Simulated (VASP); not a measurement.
Input of a VASP 6.6.1 run:

The input INCAR:

```
SYSTEM = Al2O3
PREC = Accurate
ENCUT = 520
EDIFF = 1E-6
ISMEAR = 0
SIGMA = 0.05
LREAL = .FALSE.
LASPH = .TRUE.
NELM = 80
ALGO = Normal
ISIF = 2
LWAVE = .FALSE.
LCHARG = .TRUE.
GGA = PS
LELF = .TRUE.
LVHAR = .TRUE.
NBANDS = 35
```

File KPOINTS:

```
Automatic mesh
0
G
  6 6 6
  0 0 0
```

Contents of POSCAR:

```
Al2O3
1.0
    2.2891336982      1.3216319569      4.7151575915
   -2.2891336982      1.3216319569      4.7151575915
    0.0000000000     -2.6432639137      4.7151575915
Al O
4 6
Direct
    0.8481927811      0.8481927811      0.8481927811
    0.6518072189      0.6518072189      0.6518072189
    0.1518072189      0.1518072189      0.1518072189
    0.3481927811      0.3481927811      0.3481927811
    0.0558571577      0.4441428423      0.7500000000
    0.7500000000      0.0558571577      0.4441428423
    0.4441428423      0.7500000000      0.0558571577
    0.9441428423      0.5558571577      0.2500000000
    0.2500000000      0.9441428423      0.5558571577
    0.5558571577      0.2500000000      0.9441428423
```

Potentials or basis: VASP PAW PBE potentials, release 64 (Al, O).

Command:

```console
$ cat potpaw_PBE.64/Al/POTCAR potpaw_PBE.64/O/POTCAR > POTCAR
$ mpirun -np 1 vasp_std > vasp.out
```

Task: Estimate the pressure.

Result: 1.7 GPa.

Task: What does it give for the band gap on the k mesh?

Result: 5.31 eV.

Task: What does it give for the largest force?

Result: 0.506 eV/Å.

Forces on the atoms (eV/Å):
```
Al   0.000  0.000  0.180
Al   0.000  0.000 -0.180
Al   0.000  0.000 -0.180
Al   0.000  0.000  0.180
O    0.506  0.000  0.000
O   -0.253  0.438  0.000
O   -0.253 -0.438  0.000
O   -0.506  0.000  0.000
O    0.253 -0.438  0.000
O    0.253  0.438  0.000
```

Caveat: the stress differs along the axes, from -33 to 19 GPa; the PAW data sets were made with another functional, which shifts forces and pressure a little.
